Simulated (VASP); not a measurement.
# Ir (P6/mmm) in VASP: notebook, part 2 of 2

VASP 6.6.1. Earlier steps stand in the parts before.

## 3. Relaxation of shape and atoms at fixed volume, PBE

This run uses another cell than the first one, of 10.80 Å³/atom.

File INCAR:

```
SYSTEM = Ir
ALGO = Normal
EDIFF = 1E-7
EDIFFG = -0.005
ENCUT = 560
GGA = PE
GGA_COMPAT = .FALSE.
IBRION = 2
ISIF = 4
ISMEAR = -1
LASPH = .TRUE.
LCHARG = .FALSE.
LREAL = .FALSE.
LWAVE = .FALSE.
NELM = 120
NELMIN = 4
NSW = 50
PREC = Accurate
SIGMA = 0.05
```

File KPOINTS:

```
k-points
0
G
  16 16 15
  0 0 0
```

File POSCAR:

```
Ir
1.0
    2.3367455132      0.0000000000      0.0000000000
   -1.1683727566      2.0236809766      0.0000000000
    0.0000000000      0.0000000000      2.2840240444
Ir
1
Direct
    0.0000000000      0.0000000000      0.0000000000
```

Potentials or basis: VASP PAW PBE potentials, release 64 (Ir_sv_GW).

Run with:

```console
$ cat potpaw_PBE.64/Ir_sv_GW/POTCAR > POTCAR
$ mpirun -np 1 vasp_std > vasp.out
```

OUTCAR:

```text
SYSTEM = Ir
   EDIFF = 1E-7
   EDIFFG = -0.005
   ENCUT = 560
   GGA = PE
   IBRION = 2
   ISIF = 4
   ISMEAR = -1
   LASPH = .TRUE.
   LREAL = .FALSE.
   NELM = 120
   NELMIN = 4
   NSW = 50
   PREC = Accurate

 ion  position               nearest neighbor table
   1  0.000  0.000  0.000-

  LATTYP: Found a hexagonal cell.
 ALAT       =     2.3367455132
 C/A-ratio  =     0.9774380785

  Lattice vectors:

 A1 = (   2.3367455132,   0.0000000000,   0.0000000000)
 A2 = (  -1.1683727566,   2.0236809766,   0.0000000000)
 A3 = (   0.0000000000,   0.0000000000,   2.2840240444)

Analysis of symmetry for initial positions (statically):
=====================================================================
 Subroutine PRICEL returns:
 Original cell was already a primitive cell.

 Routine SETGRP: Setting up the symmetry group for a
 hexagonal supercell.

 Subroutine GETGRP returns: Found 24 space group operations
 (whereof 24 operations were pure point group operations)
 out of a pool of 24 trial point group operations.

The static configuration has the point symmetry D_6h.

Analysis of symmetry for dynamics (positions and initial velocities):
=====================================================================
 Subroutine PRICEL returns:
 Original cell was already a primitive cell.

 Routine SETGRP: Setting up the symmetry group for a
 hexagonal supercell.

 Subroutine GETGRP returns: Found 24 space group operations
 (whereof 24 operations were pure point group operations)
 out of a pool of 24 trial point group operations.

The dynamic configuration has the point symmetry D_6h.

 Subroutine INISYM returns: Found 24 space group operations
 (whereof 24 operations are pure point group operations),
 and found     1 'primitive' translations

----------------------------------------------------------------------------------------

                                     Primitive cell

  volume of cell :      10.8008

  direct lattice vectors                    reciprocal lattice vectors
     2.336745513  0.000000000  0.000000000     0.427945617  0.247074517  0.000000000
    -1.168372757  2.023680977  0.000000000     0.000000000  0.494149034  0.000000000
     0.000000000  0.000000000  2.284024044     0.000000000  0.000000000  0.437823762

  length of vectors
     2.336745513  2.336745513  2.284024044     0.494149034  0.494149034  0.437823762

  position of ions in fractional coordinates (direct lattice)
     0.000000000  0.000000000  0.000000000

  ion indices of the primitive-cell ions
   primitive index   ion index
                 1           1

----------------------------------------------------------------------------------------

 KPOINTS: k-points

Automatic generation of k-mesh.
 Grid dimensions read from file:
 generate k-points for:   16   16   15

 Generating k-lattice:

  Cartesian coordinates                     Fractional coordinates (reciprocal lattice)
[... 46 lines left out ...]
   dimension x,y,z NGXF=    36 NGYF=   36 NGZF=   36
   ions per type =               1
   NGX,Y,Z   is equivalent  to a cutoff of  12.81, 12.81, 13.10 a.u.
   NGXF,Y,Z  is equivalent  to a cutoff of  25.61, 25.61, 26.20 a.u.
 SYSTEM =  Ir
   PREC   = accura    normal or accurate (medium, high low for compatibility)
   ISTART =      0    job   : 0-new  1-cont  2-samecut
   ICHARG =      2    charge: 1-file 2-atom 10-const
   ISPIN  =      1    spin polarized calculation?
   LNONCOLLINEAR =      F non collinear calculations
   LSORBIT =      F    spin-orbit coupling
   LASPH  =      T    aspherical Exc in radial PAW
   ENCUT  =  560.0 eV  41.16 Ry    6.42 a.u.   4.51  4.51  4.41*2*pi/ulx,y,z
   NELM   =    120;   NELMIN=  4; NELMDL= -5     # of ELM steps
   EDIFF  = 0.1E-06   stopping-criterion for ELM
   LREAL  =      F    real-space projection
   EDIFFG = -.5E-02   stopping-criterion for IOM
   NSW    =     50    number of steps for IOM
   IBRION =      2    ionic relax: 0-MD 1-quasi-New 2-CG
   NFREE  =      1    steps in history (QN), initial steepest desc. (CG)
   ISIF   =      4    stress and relaxation
   ISYM   =      2    0-nonsym 1-usesym 2-fastsym
   POTIM  = 0.5000    time-step for ionic-motion
   TEBEG  =    0.0;   TEEND  =   0.0 temperature during run
   PSTRESS=    0.0 pullay stress
   NELECT =      17.0000    total number of electrons
   NUPDOWN=      -1.0000    fix difference up-down
   EMIN   =  10.00;   EMAX   =-10.00  energy-range for DOS
   EFERMI =   0.00;   METHOD = LEGACY
   ISMEAR =    -1;   SIGMA  =   0.05  broadening in eV -4-tet -1-fermi 0-gaus
   EFERMI_NEDOS =   21; number of points for ismear=-14 and -15
   IALGO  =     38    algorithm
   IMIX   =      4    mixing-type and parameters
     AMIX     =   0.40;   BMIX     =  1.00
     AMIX_MAG =   1.60;   BMIX_MAG =  1.00
  volume/ion in A,a.u.               =      10.80        72.89
  Fermi-wavevector in a.u.,A,eV,Ry     =   1.904319  3.598642 49.340600  3.626432
  Thomas-Fermi vector in A             =   2.942549
   LORBIT       =      0    0 simple, 1 ext, 2 COOP (PROOUT), +10 PAW based schemes
   GGA     = PE    functional components
   LHFCALC =     F    Hartree Fock is set to
   AEXX    =    0.0000 exact exchange contribution
   IVDW    =     0    specifies the selected vdW correction
   LEPSILON=     F    determine dielectric tensor
   LRPA    =     F    only Hartree local field effects (RPA)
 conjugate gradient relaxation of ions
 non-spin polarized calculation
  energy-cutoff  :      560.00
  volume of cell :       10.80
 maximum number of plane-waves:       338
 NGX is ok and might be reduce to    18
   NGX =  9   NGY =  9   NGZ =  9

--------------------------------------- Ionic step        1  -------------------------------------------

 number of electron      17.0000000 magnetization

 Free energy of the ion-electron system (eV)
  ---------------------------------------------------
  ext. energy  EPLUGINS =         0.00000000
  ---------------------------------------------------
  free energy    TOTEN  =        -5.75606466 eV

  energy without entropy =       -5.75049511  energy(sigma->0) =       -5.75327988

------------------------ aborting loop because EDIFF is reached ----------------------------------------

  FORCE on cell =-STRESS in cart. coord.  units (eV):
  Direction    XX          YY          ZZ          XY          YZ          ZX
  --------------------------------------------------------------------------------------
  -------------------------------------------------------------------------------------
  Total       20.1042184     20.1042184     16.2814428     -0.0000000      0.0000000      0.0000000
  in kB     2982.2471899   2982.2471899   2415.1790523     -0.0000000      0.0000000      0.0000000
  external PRESSURE =    2793.2244773 kB  Pullay stress =       0.0000000 kB
[... 92 lines left out ...]
--------------------------------------- Ionic step        4  -------------------------------------------

 number of electron      17.0000000 magnetization

 Free energy of the ion-electron system (eV)
  ---------------------------------------------------
  ext. energy  EPLUGINS =         0.00000000
  ---------------------------------------------------
  free energy    TOTEN  =        -5.78482780 eV

  energy without entropy =       -5.77967499  energy(sigma->0) =       -5.78225139

 E-fermi :  18.5169     XC(G=0): -16.2619

 val. band max:       18.5155197547   @ k =   0.4375   0.0625   0.3333
 cond. band min:      18.5371058023   @ k =   0.1875   0.0625   0.3333
 fundamental gap:      0.0215860476
 Fermi energy:        18.5168958787

 k-point     1 :       0.0000    0.0000    0.0000
  band No.  band energies     occupation
      1     -75.2155      2.00000
      2     -30.9892      2.00000
      3     -30.9892      2.00000
      4     -30.9443      2.00000
      5       4.8966      2.00000
      6       8.0136      2.00000
      7      13.0444      2.00000
      8      13.0444      2.00000
      9      21.2123      0.00000
     10      21.2123      0.00000
     11      31.7962      0.00000
     12      35.6948      0.00000
[... 331 lines left out ...]
 k-point    24 :       0.2500    0.1875    0.0000
  band No.  band energies     occupation
      1     -74.9576      2.00000
      2     -32.9308      2.00000
      3     -31.8264      2.00000
      4     -30.6818      2.00000
      5       9.3625      2.00000
      6       9.9733      2.00000
      7      12.1699      2.00000
      8      16.6306      2.00000
      9      19.2396      0.00000
     10      21.6250      0.00000
     11      30.8435      0.00000
     12      32.9703      0.00000

 [... further k-points ...]

------------------------ aborting loop because EDIFF is reached ----------------------------------------

  FORCE on cell =-STRESS in cart. coord.  units (eV):
  Direction    XX          YY          ZZ          XY          YZ          ZX
  --------------------------------------------------------------------------------------
  -------------------------------------------------------------------------------------
  Total       18.6716650     18.6716650     18.6718642     -0.0000000      0.0000000      0.0000000
  in kB     2769.7431083   2769.7431082   2769.7726686     -0.0000000      0.0000000      0.0000000
  external PRESSURE =    2769.7529617 kB  Pullay stress =       0.0000000 kB
[... 16 lines left out ...]
  FREE ENERGIE OF THE ION-ELECTRON SYSTEM (eV)
  ---------------------------------------------------
  free  energy   TOTEN  =        -5.7848278027 eV

  energy  without entropy=       -5.7796749866  energy(sigma->0) =       -5.78225139

 reached required accuracy - stopping structural energy minimisation
```

OSZICAR:

```text
N       E                     dE             d eps       ncg     rms          rms(c)
DAV:   1     0.131771215245E+03    0.13177E+03   -0.12619E+04  5916   0.162E+03
DAV:   2    -0.412351343375E+01   -0.13589E+03   -0.13025E+03  6756   0.476E+02
DAV:   3    -0.618165040884E+01   -0.20581E+01   -0.20472E+01  6600   0.560E+01
DAV:   4    -0.618569144943E+01   -0.40410E-02   -0.40407E-02  6384   0.275E+00
[... 35 lines left out ...]
DAV:   1    -0.578532606732E+01   -0.62567E-03   -0.20830E-02  5844   0.195E+00    0.308E-01
DAV:   2    -0.578492027036E+01    0.40580E-03   -0.87511E-04  6040   0.363E-01    0.636E-02
DAV:   3    -0.578482953035E+01    0.90740E-04   -0.14586E-04  6580   0.145E-01    0.381E-02
DAV:   4    -0.578482781757E+01    0.17128E-05   -0.58659E-06  6432   0.302E-02    0.156E-02
DAV:   5    -0.578482780270E+01    0.14876E-07   -0.81855E-08  3848   0.390E-03
   4 F= -.57848278E+01 E0= -.57822514E+01  d E =-.287631E-01
```

It took 56 s on 1 thread of AMD EPYC 9R45 (Zen 5), shared host; peak memory 0.12 GiB.

What came out:

```yaml
Free_energy: -5.7848 eV
Pressure_after_relaxing: 277.0 GPa
Band_gap_on_the_k_mesh: zero (an odd number of electrons rules out a gap without spin polarisation)
```

Final structure:
```
Ir
1.0
     2.35418    0.00000    0.00000
    -1.17709    2.03878    0.00000
     0.00000    0.00000    2.25032
Ir
1
Direct
  0.00000 0.00000 0.00000
```

Levels at points of the mesh, in eV from the Fermi level:
| k point | band 4 | band 5 | band 6 | band 7 | band 8 | band 9 | band 10 | band 11 | band 12 |
| --- | --- | --- | --- | --- | --- | --- | --- | --- | --- |
| (0.00, 0.00, 0.00) | -49.46 | -13.62 | -10.50 | -5.47 | -5.47 | 2.70 | 2.70 | 13.28 | 17.18 |
| (0.50, 0.00, 0.00) | -49.16 | -11.42 | -8.57 | -2.91 | -0.88 | 1.45 | 3.43 | 11.34 | 15.41 |

Caveat: spin-orbit coupling is left out, which moves the levels of the heavy elements.

## 4. Relaxation of shape and atoms at fixed volume, PBE

This run uses another cell than the first one, of 7.15 Å³/atom.

File INCAR:

```
SYSTEM = Ir
PREC     = Accurate       ! precision mode
ENCUT    = 560            ! plane-wave cutoff, eV
EDIFF    = 1E-7           ! SCF threshold, eV
ISMEAR   = -1             ! smearing method
SIGMA    = 0.05           ! smearing width, eV
LREAL    = .False.        ! projectors in reciprocal space
LASPH    = .True.         ! aspherical terms in the spheres
NELM     = 120            ! most SCF steps
ALGO     = Normal         ! electronic algorithm
ISIF     = 4              ! what is computed and relaxed
LWAVE    = .False.        ! write WAVECAR
LCHARG   = .False.        ! write CHGCAR
GGA      = PE             ! functional
IBRION   = 2              ! ionic algorithm
NSW      = 50             ! ionic steps
EDIFFG   = -0.005         ! ionic threshold
GGA_COMPAT= .False.      
NELMIN   = 4
```

File KPOINTS:

```
Automatic mesh
0
Gamma
  16 16 15
  0 0 0
```

File POSCAR:

```
Ir
1.0
    2.0363196455      0.0000000000      0.0000000000
   -1.0181598228      1.7635045432      0.0000000000
    0.0000000000      0.0000000000      1.9903763615
Ir
1
Direct
    0.0000000000      0.0000000000      0.0000000000
```

Run with:

```console
$ cat potpaw_PBE.64/Ir_sv_GW/POTCAR > POTCAR
$ mpirun -np 1 vasp_std > vasp.out
```

Run time: 2.1 min. Hardware: 1 thread of Intel Xeon Platinum 8259CL at 2.50GHz (Skylake/Cascade Lake), shared host; peak memory 0.15 GiB.

The run converged, but its numbers aren't listed here, since they failed a check.

Caveat: atoms lie so close that the PAW spheres overlap strongly, which falsifies energies and pressures; spin-orbit coupling is left out, which moves the levels of the heavy elements.

The gap in the log of VASP goes by the Fermi energy; the results here count the filled bands.